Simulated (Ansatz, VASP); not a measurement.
**Be4Se in VASP and in Ansatz**

```
CELL_PARAMETERS angstrom
2.60782 -2.62465 0.00000
2.60782 2.62465 0.00000
0.00000 0.00000 9.65783
ATOMIC_POSITIONS crystal
Be 0.24974 0.25013 0.39435
Be 0.75026 0.74987 0.89435
Be 0.74897 0.25808 0.49505
Be 0.25103 0.74192 0.99505
Be 0.74987 0.75026 0.10565
Be 0.25013 0.24974 0.60565
Be 0.74192 0.25103 0.00495
Be 0.25808 0.74897 0.50495
Se 0.74993 0.25007 0.25000
Se 0.25007 0.74993 0.75000
```

Change from the starting cell: the structure that the rattled cell fell into.

Alike in both runs: task relaxation of cell and atoms; functional PBE; k mesh 10 × 10 × 4; occupations gaussian, width 0.1 eV; no spin polarisation.

```csv
,VASP,Ansatz
version,VASP 6.6.1,Ansatz 0.2.0
potentials or method,"VASP PAW PBE potentials, release 64 (Be, Se), cutoff 600 eV","scalar-relativistic, plane waves, PAW"
valence electrons in the cell,28,48
```

|  | VASP | Ansatz | Ansatz less VASP |
| --- | --- | --- | --- |
| gap on the k mesh at the Fermi level, each at its own relaxed structure (eV) | none | none | - |
| relaxed volume (Å³/atom) | 13.24 | 13.22 | -0.022 |
| relaxed cell length with the largest relative difference (Å) | 9.637 | 9.630 | -0.0069 |

A gap of «none» marks a metal or a gap that the smearing closes. VASP's potentials hold 28 valence electrons a cell and Ansatz's 48, so a difference there can come from the potentials and not from the codes.
